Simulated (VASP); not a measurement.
Here is a VASP 6.6.1 calculation.

File INCAR:

```
SYSTEM = SiPb
ALGO = Normal ; EDIFF = 1E-6
ENCUT = 520 ; GGA = PS
ISIF = 2 ; ISMEAR = -1
ISPIN = 2 ; LASPH = .TRUE.
LCHARG = .FALSE. ; LORBIT = 11
LREAL = .FALSE. ; LWAVE = .FALSE.
MAGMOM = 0 0 ; NBANDS = 20
NELM = 150 ; PREC = Accurate
SIGMA = 0.08
```

Contents of KPOINTS:

```
k-points
0
G
  11 11 11
  0 0 0
```

POSCAR

```
SiPb
1.0
    2.7433912084      0.0000000000      0.0000000000
    0.0000000000      2.7433912084      0.0000000000
    0.0000000000      0.0000000000      2.7433912084
Pb Si
1 1
Direct
    0.0000000000      0.0000000000      0.0000000000
    0.5000000000      0.5000000000      0.5000000000
```

Potentials or basis: VASP PAW PBE potentials, release 64 (Pb_d, Si).

Launch:

```console
$ cat potpaw_PBE.64/Pb_d/POTCAR potpaw_PBE.64/Si/POTCAR > POTCAR
$ mpirun -np 1 vasp_std > vasp.out
```

Problem. Predict the band gap on the k mesh.

Solution. Zero (filled and empty bands overlap).

Problem. Estimate the net moment.

Solution. 0.00 μB per cell.

Problem. Estimate the pressure.

Solution. 307.2 GPa.

Caveat: the PAW data sets were made with another functional, which shifts forces and pressure a little; spin-orbit coupling is left out, which moves the levels of the heavy elements.
